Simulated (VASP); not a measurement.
The system is MgSn2N2.

```
Mg Sn N
1.0
    -2.53074    2.53074    3.92809
     2.53074   -2.53074    3.92809
     2.53074    2.53074   -3.92809
Mg Sn N
1 2 2
Direct
  0.00000 0.00000 0.00000
  0.50000 0.00000 0.50000
  0.00000 0.50000 0.50000
  0.75000 0.25000 0.50000
  0.25000 0.75000 0.50000
```

The cell was generated, and may not be a known phase.

```yaml
Program: VASP 6.6.1
Task: relaxation of cell and atoms
Functional: PBE
Potentials_or_basis: VASP PAW PBE potentials, release 64 (Mg, Sn_d, N)
Cutoff: 600 eV
k_mesh: 6 × 6 × 6
Occupations: gaussian, width 0.1 eV
Spin: no spin polarisation
```

At the start: pressure 16.7 GPa; volume 20.13 Å³/atom.

**Question.** Where does the relaxation end?

**Answer.** Over 8 steps the energy falls by 313.0 meV/atom and the volume is 27.97 Å³/atom (+39.0 %); space group I4/mmm (No. 139, to 0.1 Å) before and after.

The path:
```
step  energy change (eV)  largest force (eV/Å)  pressure (GPa)  volume (Å³)
   1              0.0000                0.0000           16.70       100.63
   2             -1.0752                0.0000           -2.86       134.38
   3             -1.1327                0.0000           -0.41       126.52
   4             -1.5299                0.0000            1.94       136.44
   5             -1.5486                0.0000            1.31       134.82
   6             -1.5642                0.0000           -0.30       140.25
   7             -1.5648                0.0000           -0.05       139.33
   8             -1.5652                0.0000            0.02       139.85
```

Final structure:
```yaml
crystal:
  lattice:
    - [-2.94061, 2.94061, 4.04334]
    - [2.94061, -2.94061, 4.04334]
    - [2.94061, 2.94061, -4.04334]
  atoms:
    - { symbol: Mg, position: [0.00000, 0.00000, 0.00000] }
    - { symbol: Sn, position: [0.50000, 0.00000, 0.50000] }
    - { symbol: Sn, position: [0.00000, 0.50000, 0.50000] }
    - { symbol: N, position: [0.75000, 0.25000, 0.50000] }
    - { symbol: N, position: [0.25000, 0.75000, 0.50000] }
```

Caveat: the volume moved by over 15 % at a fixed basis, so the end points are rough.
